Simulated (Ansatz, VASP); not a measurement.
# One calculation of Au, two programs

```
CELL_PARAMETERS angstrom
2.90000 0.00000 0.00000
-1.45000 2.51147 0.00000
0.00000 0.00000 4.88000
ATOMIC_POSITIONS crystal
Au 0.31342 0.62685 0.72951
Au 0.66667 0.33333 0.25000
```

Alike in both runs: task single point; functional PBEsol; k mesh 18 × 18 × 10; occupations gaussian, width 0.15 eV; no spin polarisation.

|  | VASP | Ansatz |
| --- | --- | --- |
| version | VASP 6.6.1 | Ansatz 0.2.0 |
| potentials or method | VASP PAW PBE potentials, release 64 (Au), cutoff 520 eV | scalar-relativistic, plane waves, PAW |
| valence electrons in the cell | 22 | 38 |

```csv
,VASP,Ansatz,Ansatz less VASP
gap on the k mesh at the Fermi level (eV),none,none,-
pressure (GPa),-5.7,-5.5,+0.21
"traceless stress, the component that is largest in VASP (GPa)",0.53,0.55,+0.014
rms of the force components (eV/Å),0.346,0.349,+0.0021
```

VASP's potentials were made for PBE, not for PBEsol. Atom by atom the forces differ by 0.002 eV/Å (rms over components). A gap of «none» marks a metal or a gap that the smearing closes. With one functional, cell and mesh, what is left measures potentials, basis and numerics. VASP's potentials hold 22 valence electrons a cell and Ansatz's 38, so a difference there can come from the potentials and not from the codes.

Spin-orbit coupling is off throughout.
